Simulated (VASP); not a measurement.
Write the native input for VASP 6.6.1 that does the following.

- Task: single point
- Functional: PBEsol
- Potentials or basis: VASP PAW PBE potentials, release 64 (Cu)
- Cutoff: 520 eV
- k mesh: 22 × 22 × 22
- Occupations: gaussian, width 0.15 eV
- Spin: no spin polarisation
- Dipole correction: no
- Further INCAR settings: ALGO = Normal; EDIFF = 1e-07; NBANDS = 12

The structure of Cu lies in POSCAR:

```
Cu
1.0
    0.0000000000      1.9521000000      1.8075000000
    1.9521000000      0.0000000000      1.8075000000
    1.9521000000      1.9521000000      0.0000000000
Cu
1
Direct
    0.0000000000      0.0000000000      0.0000000000
```

This cell differs from its parent crystal: strain +0.080 along x and y, +0.000 along z.

One way to write it, as run:

INCAR

```
PREC = Accurate ; ENCUT = 520
EDIFF = 1E-7 ; ISMEAR = 0
SIGMA = 0.15 ; LREAL = F
LASPH = T ; NELM = 80
ALGO = Normal ; ISIF = 2
LWAVE = F ; LCHARG = T
GGA = PS ; LELF = T
LVHAR = T ; NBANDS = 12
```

KPOINTS

```
Automatic mesh
0
Gamma
  22 22 22
```

Potentials or basis: VASP PAW PBE potentials, release 64 (Cu).

Launch:

```sh
$ cat potpaw_PBE.64/Cu/POTCAR > POTCAR
$ mpirun -np 1 vasp_std > vasp.out
```

Results of the run:

| Quantity | Value |
| --- | --- |
| Pressure | -19.4 GPa |

Caveat: the cell differs from its parent crystal (strain +0.080 along x and y, +0.000 along z); the PAW data sets were made with another functional, which shifts forces and pressure a little.

It took 4.3 min on 1 thread of Intel(R) Xeon(R) Platinum 8259CL CPU @ 2.50GHz (Skylake/Cascade Lake), on a shared host, peak memory 0.24 GiB.
